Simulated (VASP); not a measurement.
Runs of VASP 6.6.1 on Cd. The structure is that of space group Pm-3m (No. 221), or close to it. The cells are those of the table. 

| task | cell | cutoff (eV) | gap on the mesh (eV) | pressure (GPa) |
| --- | --- | --- | --- | --- |
| single point | a = 2.857 Å, 1 atom | 520 | none | (a) |
| single point | a = 2.785 Å, 1 atom | 520 | none | 5.8 |
| relaxation of cell and atoms | relaxed from a = 2.870 Å, 1 atom | 600 | none | 0.0 |
| single point | a = 2.659 Å, 1 atom | 520 | none | 21.5 |
| relaxation of cell and atoms | relaxed to 10 GPa from a = 2.870 Å, 1 atom | 600 | none | 10.0 |

Alike in all rows: level LDA; potentials or basis VASP PAW LDA potentials, release 64 (Cd); no spin polarisation; k mesh 8 × 8 × 8; smearing fermi-dirac 0.05 eV.

Problem. Estimate the missing entries.

Solution. (a) 0.5.

Caveats: the cell is relaxed towards a set pressure, so the enthalpy falls and the energy may rise (some runs).

A k mesh can miss the band edges, and the runs leave out spin-orbit coupling on Cd.

A gap of «none» marks levels without a gap at the run's occupations.
